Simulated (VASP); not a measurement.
# Bi (Pm-3m) in VASP: notebook

Bi is run at these levels: revPBE; tasks: single point.

Everything below comes from runs of VASP 6.6.1. Logs are shortened: lines on timing, memory, paths and dates and some standing lists are left out, and cuts for length are marked.

## 1. The cell of the first run

It takes space group Pm-3m (No. 221, cubic). The conventional cell has a = 3.344 Å, b = 3.344 Å, c = 3.344 Å, α = 90.00°, β = 90.00°, γ = 90.00°. Within 4.4 Å of Bi (site symmetry m-3m) lie 6 Bi at 3.34 Å.

## 2. Single point, revPBE (volume scaled by 1.04)

INCAR

```
SYSTEM = Bi
ALGO = Normal ; EDIFF = 1E-7
ENCUT = 520 ; GGA = RE
ISIF = 2 ; ISMEAR = -1
LASPH = .TRUE. ; LCHARG = .FALSE.
LREAL = .FALSE. ; LWAVE = .FALSE.
NBANDS = 14 ; NELM = 60
PREC = Accurate ; SIGMA = 0.1
```

KPOINTS

```
k-points
0
G
  11 11 11
  0 0 0
```

POSCAR

```
Bi
1.0
    3.3440562166      0.0000000000      0.0000000000
    0.0000000000      3.3440562166      0.0000000000
    0.0000000000      0.0000000000      3.3440562166
Bi
1
Direct
    0.0000000000      0.0000000000      0.0000000000
```

Potentials or basis: VASP PAW PBE potentials, release 64 (Bi_d).

Run with:

```
$ cat potpaw_PBE.64/Bi_d/POTCAR > POTCAR
$ mpirun -np 1 vasp_std > vasp.out
```

OUTCAR:

```text
SYSTEM = Bi
   EDIFF = 1E-7
   ENCUT = 520
   GGA = RE
   ISIF = 2
   ISMEAR = -1
   LASPH = .TRUE.
   LREAL = .FALSE.
   NELM = 60
   PREC = Accurate

 ion  position               nearest neighbor table
   1  0.000  0.000  0.000-

  LATTYP: Found a simple cubic cell.
 ALAT       =     3.3440562166

  Lattice vectors:

 A1 = (   3.3440562166,   0.0000000000,   0.0000000000)
 A2 = (   0.0000000000,   3.3440562166,   0.0000000000)
 A3 = (   0.0000000000,   0.0000000000,   3.3440562166)

Analysis of symmetry for initial positions (statically):
=====================================================================
 Subroutine PRICEL returns:
 Original cell was already a primitive cell.

 Routine SETGRP: Setting up the symmetry group for a
 simple cubic supercell.

 Subroutine GETGRP returns: Found 48 space group operations
 (whereof 48 operations were pure point group operations)
 out of a pool of 48 trial point group operations.

The static configuration has the point symmetry O_h .

Analysis of symmetry for dynamics (positions and initial velocities):
=====================================================================
 Subroutine PRICEL returns:
 Original cell was already a primitive cell.

 Routine SETGRP: Setting up the symmetry group for a
 simple cubic supercell.

 Subroutine GETGRP returns: Found 48 space group operations
 (whereof 48 operations were pure point group operations)
 out of a pool of 48 trial point group operations.

The dynamic configuration has the point symmetry O_h .

 Subroutine INISYM returns: Found 48 space group operations
 (whereof 48 operations are pure point group operations),
 and found     1 'primitive' translations

----------------------------------------------------------------------------------------

                                     Primitive cell

  volume of cell :      37.3956

  direct lattice vectors                    reciprocal lattice vectors
     3.344056217  0.000000000  0.000000000     0.299038035  0.000000000  0.000000000
     0.000000000  3.344056217  0.000000000     0.000000000  0.299038035  0.000000000
     0.000000000  0.000000000  3.344056217     0.000000000  0.000000000  0.299038035

  length of vectors
     3.344056217  3.344056217  3.344056217     0.299038035  0.299038035  0.299038035

  position of ions in fractional coordinates (direct lattice)
     0.000000000  0.000000000  0.000000000

  ion indices of the primitive-cell ions
   primitive index   ion index
                 1           1

----------------------------------------------------------------------------------------

 KPOINTS: k-points

Automatic generation of k-mesh.
 Grid dimensions read from file:
 generate k-points for:   11   11   11

 Generating k-lattice:

  Cartesian coordinates                     Fractional coordinates (reciprocal lattice)
     0.027185276  0.000000000  0.000000000     0.090909091  0.000000000  0.000000000
     0.000000000  0.027185276  0.000000000     0.000000000  0.090909091  0.000000000
     0.000000000  0.000000000  0.027185276     0.000000000  0.000000000  0.090909091

  Length of vectors
     0.027185276  0.027185276  0.027185276

  Shift w.r.t. Gamma in fractional coordinates (k-lattice)
     0.000000000  0.000000000  0.000000000

 Subroutine IBZKPT returns following result:
 ===========================================

 Found     56 irreducible k-points:

 Following reciprocal coordinates:
            Coordinates               Weight
  0.000000  0.000000  0.000000      1.000000
  0.090909  0.000000  0.000000      6.000000
  0.181818  0.000000  0.000000      6.000000
  0.272727  0.000000  0.000000      6.000000
  0.363636  0.000000  0.000000      6.000000
  0.454545  0.000000  0.000000      6.000000
[... 16 lines left out ...]
  0.181818  0.090909  0.090909     24.000000
  0.272727  0.090909  0.090909     24.000000
 [... further k-points ...]
   k-points           NKPTS =     56   k-points in BZ     NKDIM =     56   number of bands    NBANDS=     14
   number of dos      NEDOS =    301   number of ions     NIONS =      1
   total plane-waves  NPLWV =  21952
   dimension x,y,z NGX =    28 NGY =   28 NGZ =   28
   dimension x,y,z NGXF=    56 NGYF=   56 NGZF=   56
   ions per type =               1
   NGX,Y,Z   is equivalent  to a cutoff of  13.92, 13.92, 13.92 a.u.
   NGXF,Y,Z  is equivalent  to a cutoff of  27.84, 27.84, 27.84 a.u.
 SYSTEM =  Bi
   PREC   = accura    normal or accurate (medium, high low for compatibility)
   ISTART =      0    job   : 0-new  1-cont  2-samecut
   ICHARG =      2    charge: 1-file 2-atom 10-const
   ISPIN  =      1    spin polarized calculation?
   LNONCOLLINEAR =      F non collinear calculations
   LSORBIT =      F    spin-orbit coupling
   LASPH  =      T    aspherical Exc in radial PAW
   ENCUT  =  520.0 eV  38.22 Ry    6.18 a.u.   6.22  6.22  6.22*2*pi/ulx,y,z
   NELM   =     60;   NELMIN=  2; NELMDL= -5     # of ELM steps
   EDIFF  = 0.1E-06   stopping-criterion for ELM
   LREAL  =      F    real-space projection
   EDIFFG = 0.1E-05   stopping-criterion for IOM
   NSW    =      0    number of steps for IOM
   IBRION =     -1    ionic relax: 0-MD 1-quasi-New 2-CG
   NFREE  =      0    steps in history (QN), initial steepest desc. (CG)
   ISIF   =      2    stress and relaxation
   ISYM   =      2    0-nonsym 1-usesym 2-fastsym
   POTIM  = 0.5000    time-step for ionic-motion
   TEBEG  =    0.0;   TEEND  =   0.0 temperature during run
   PSTRESS=    0.0 pullay stress
   NELECT =      15.0000    total number of electrons
   NUPDOWN=      -1.0000    fix difference up-down
   EMIN   =  10.00;   EMAX   =-10.00  energy-range for DOS
   EFERMI =   0.00;   METHOD = LEGACY
   ISMEAR =    -1;   SIGMA  =   0.10  broadening in eV -4-tet -1-fermi 0-gaus
   EFERMI_NEDOS =   21; number of points for ismear=-14 and -15
   IALGO  =     38    algorithm
   IMIX   =      4    mixing-type and parameters
     AMIX     =   0.40;   BMIX     =  1.00
     AMIX_MAG =   1.60;   BMIX_MAG =  1.00
  volume/ion in A,a.u.               =      37.40       252.36
  Fermi-wavevector in a.u.,A,eV,Ry     =   1.207346  2.281553 19.832994  1.457684
  Thomas-Fermi vector in A             =   2.342986
   LORBIT       =      0    0 simple, 1 ext, 2 COOP (PROOUT), +10 PAW based schemes
   GGA     = RE    functional components
   LHFCALC =     F    Hartree Fock is set to
   AEXX    =    0.0000 exact exchange contribution
   IVDW    =     0    specifies the selected vdW correction
   LEPSILON=     F    determine dielectric tensor
   LRPA    =     F    only Hartree local field effects (RPA)
 non-spin polarized calculation
  energy-cutoff  :      520.00
  volume of cell :       37.40
 maximum number of plane-waves:      1021
 NGX is ok and might be reduce to    28
   NGX = 13   NGY = 13   NGZ = 13

 number of electron      15.0000004 magnetization

 Free energy of the ion-electron system (eV)
  ---------------------------------------------------
  ext. energy  EPLUGINS =         0.00000000
  ---------------------------------------------------
  free energy    TOTEN  =        -3.51562705 eV

  energy without entropy =       -3.49237355  energy(sigma->0) =       -3.50400030

 E-fermi :   5.6780     XC(G=0):  -9.2174

 val. band max:        5.6031992271   @ k =   0.1818   0.0909   0.0000
 cond. band min:       5.7004297107   @ k =   0.1818   0.0909   0.0909
 fundamental gap:      0.0972304835
 Fermi energy:         5.6779579089

 k-point     1 :       0.0000    0.0000    0.0000
  band No.  band energies     occupation
      1     -17.1611      2.00000
      2     -17.1611      2.00000
      3     -16.9214      2.00000
      4     -16.9214      2.00000
      5     -16.9214      2.00000
      6      -6.8613      2.00000
      7       8.6678      0.00000
      8       8.6678      0.00000
      9       8.6678      0.00000
     10      11.6424      0.00000
     11      13.2994      0.00000
     12      13.2994      0.00000
     13      22.2939      0.00000
     14      22.2939      0.00000

 k-point     2 :       0.0909    0.0000    0.0000
  band No.  band energies     occupation
      1     -17.1603      2.00000
      2     -17.1446      2.00000
      3     -16.9264      2.00000
      4     -16.9264      2.00000
      5     -16.9210      2.00000
      6      -6.7701      2.00000
      7       7.4620      0.00000
      8       8.7693      0.00000
      9       8.7693      0.00000
     10      12.0979      0.00000
     11      13.3802      0.00000
     12      14.3348      0.00000
     13      21.5378      0.00000
     14      21.9637      0.00000

 k-point     3 :       0.1818    0.0000    0.0000
  band No.  band energies     occupation
      1     -17.1583      2.00000
      2     -17.1003      2.00000
      3     -16.9396      2.00000
      4     -16.9396      2.00000
      5     -16.9199      2.00000
      6      -6.5050      2.00000
      7       5.5060      1.69614
      8       9.0581      0.00000
      9       9.0581      0.00000
     10      12.5244      0.00000
     11      13.6233      0.00000
     12      16.7181      0.00000
     13      20.1362      0.00000
     14      20.6150      0.00000
[... 324 lines left out ...]
 k-point    23 :       0.1818    0.0909    0.0909
  band No.  band energies     occupation
      1     -17.1331      2.00000
      2     -17.0904      2.00000
      3     -16.9447      2.00000
      4     -16.9443      2.00000
      5     -16.9299      2.00000
      6      -6.3234      2.00000
      7       5.7004      0.88811
      8       7.8773      0.00000
      9       8.0716      0.00000
     10      14.0738      0.00000
     11      14.8970      0.00000
     12      16.7956      0.00000
     13      18.6478      0.00000
     14      18.8295      0.00000

 k-point    24 :       0.2727    0.0909    0.0909
  band No.  band energies     occupation
      1     -17.1305      2.00000
      2     -17.0319      2.00000
      3     -16.9624      2.00000
      4     -16.9619      2.00000
      5     -16.9284      2.00000
      6      -5.9188      2.00000
      7       3.8768      2.00000
      8       8.3153      0.00000
      9       8.4990      0.00000
     10      14.4048      0.00000
     11      15.1830      0.00000
     12      17.0196      0.00000
     13      17.2881      0.00000
     14      19.8371      0.00000

 [... further k-points ...]
[... 5 lines left out ...]
  --------------------------------------------------------------------------------------
  -------------------------------------------------------------------------------------
  Total       -0.3627275     -0.3627275     -0.3627275      0.0000000      0.0000000      0.0000000
  in kB      -15.5406912    -15.5406912    -15.5406912      0.0000000      0.0000000      0.0000000
  external PRESSURE =     -15.5406912 kB  Pullay stress =       0.0000000 kB

 VOLUME and BASIS-vectors are now :
 -----------------------------------------------------------------------------
  energy-cutoff  :      520.00
  volume of cell :       37.40
      direct lattice vectors                 reciprocal lattice vectors
     3.344056217  0.000000000  0.000000000     0.299038035  0.000000000  0.000000000
     0.000000000  3.344056217  0.000000000     0.000000000  0.299038035  0.000000000
     0.000000000  0.000000000  3.344056217     0.000000000  0.000000000  0.299038035

 POSITION                                       TOTAL-FORCE (eV/Angst)
 -----------------------------------------------------------------------------------
      0.00000      0.00000      0.00000         0.000000      0.000000      0.000000
 -----------------------------------------------------------------------------------
    total drift:                                0.000000     -0.000000     -0.000000

  FREE ENERGIE OF THE ION-ELECTRON SYSTEM (eV)
  ---------------------------------------------------
  free  energy   TOTEN  =        -3.5156270542 eV

  energy  without entropy=       -3.4923735487  energy(sigma->0) =       -3.50400030
```

Run time: 32 s. Hardware: 1 thread of AMD EPYC 7R13, shared host; peak memory 0.14 GiB.

Results:

```yaml
Free_energy: -3.5156 eV
Pressure: -1.6 GPa
```

Caveat: the PAW data sets were made with another functional, which shifts forces and pressure a little; spin-orbit coupling is left out, which moves the levels of the heavy elements.

## 3. Single point, revPBE (volume scaled by 1.08)

INCAR

```
ALGO     = Normal         # electronic algorithm
EDIFF    = 1E-6           # SCF threshold, eV
ENCUT    = 520            # plane-wave cutoff, eV
GGA      = RE             # functional
ISIF     = 2              # what is computed and relaxed
ISMEAR   = -1             # smearing method
LASPH    = True           # aspherical terms in the spheres
LCHARG   = False          # write CHGCAR
LREAL    = False          # projectors in reciprocal space
LWAVE    = False          # write WAVECAR
NBANDS   = 14             # bands
NELM     = 100            # most SCF steps
PREC     = Accurate       # precision mode
SIGMA    = 0.1            # smearing width, eV
```

KPOINTS

```
k-points
0
Gamma
  11 11 11
```

POSCAR

```
Bi
1.0
    3.3863905363      0.0000000000      0.0000000000
    0.0000000000      3.3863905363      0.0000000000
    0.0000000000      0.0000000000      3.3863905363
Bi
1
Direct
    0.0000000000      0.0000000000      0.0000000000
```

Potentials or basis: VASP PAW PBE potentials, release 64 (Bi_d).

Run with:

```
$ cat potpaw_PBE.64/Bi_d/POTCAR > POTCAR
$ mpirun -np 1 vasp_std > vasp.out
```

It took 27 s on 1 thread of AMD EPYC 7R13, shared host; peak memory 0.14 GiB.

It converged, with:

```yaml
Free_energy: -3.4965 eV
Pressure: -2.8 GPa
```

Levels at points of the mesh, in eV from the Fermi level:
| k point | band 4 | band 5 | band 6 | band 7 | band 8 | band 9 | band 10 | band 11 |
| --- | --- | --- | --- | --- | --- | --- | --- | --- |
| (0.00, 0.00, 0.00) | -22.59 | -22.59 | -12.33 | 2.89 | 2.89 | 2.89 | 5.78 | 7.53 |

Caveat: the PAW data sets were made with another functional, which shifts forces and pressure a little; spin-orbit coupling is left out, which moves the levels of the heavy elements.

## 4. Single point, revPBE (volume scaled by 1.12)

INCAR

```
SYSTEM = Bi
ALGO = Normal ; EDIFF = 1E-6
ENCUT = 520 ; GGA = RE
ISIF = 2 ; ISMEAR = -1
LASPH = .TRUE. ; LCHARG = .FALSE.
LREAL = .FALSE. ; LWAVE = .FALSE.
NBANDS = 14 ; NELM = 60
PREC = Accurate ; SIGMA = 0.1
```

KPOINTS

```
k-points
0
G
  11 11 11
  0 0 0
```

POSCAR

```
Bi
1.0
    3.4276920523      0.0000000000      0.0000000000
    0.0000000000      3.4276920523      0.0000000000
    0.0000000000      0.0000000000      3.4276920523
Bi
1
Direct
    0.0000000000      0.0000000000      0.0000000000
```

Run with:

```
$ cat potpaw_PBE.64/Bi_d/POTCAR > POTCAR
$ mpirun -np 1 vasp_std > vasp.out
```

Run time: 36 s. Hardware: 1 thread of AMD EPYC 7R13, shared host; peak memory 0.14 GiB.

Results (log left out):

| Quantity | Value |
| --- | --- |
| Free energy | -3.4676 eV |
| Pressure | -3.8 GPa |

Levels at points of the mesh, in eV from the Fermi level:
| k point | band 5 | band 6 | band 7 | band 8 | band 9 | band 10 |
| --- | --- | --- | --- | --- | --- | --- |
| (0.00, 0.00, 0.00) | -22.58 | -12.14 | 2.80 | 2.80 | 2.80 | 5.61 |

Caveat: the PAW data sets were made with another functional, which shifts forces and pressure a little; spin-orbit coupling is left out, which moves the levels of the heavy elements.

(Part 1 of 2 ends here.)
